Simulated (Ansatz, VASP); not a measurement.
## One calculation of SnSe, two programs

```
CELL_PARAMETERS angstrom
0.00000 2.97259 2.97259
2.97259 0.00000 2.97259
2.97259 2.97259 0.00000
ATOMIC_POSITIONS crystal
Sn 0.00000 0.00000 0.00000
Se 0.50000 0.50000 0.50000
```

Alike in both runs: functional PBEsol; k mesh 8 × 8 × 8; occupations fermi-dirac, width 0.02 eV; no spin polarisation.

Ansatz relaxed the structure, and its values are those at the end. VASP's run is a single point on that final structure, the one shown.

```csv
,VASP,Ansatz
version,VASP 6.6.1,Ansatz 0.2.0
potentials or method,"VASP PAW PBE potentials, release 64 (Sn_d, Se), cutoff 520 eV",PAW plane waves
valence electrons in the cell,20,30
```

|  | VASP | Ansatz | Ansatz less VASP |
| --- | --- | --- | --- |
| gap on the k mesh at the Fermi level (eV) | 0.75 | 0.75 | -0.001 |
| pressure (GPa) | 0.0 | 0.0 | -0.03 |

VASP's potentials were made for PBE, not for PBEsol, and Ansatz warns of the same on its side. With one functional, cell and mesh, what is left measures potentials, basis and numerics. VASP's potentials hold 20 valence electrons a cell and Ansatz's 30, so a difference there can come from the potentials and not from the codes.
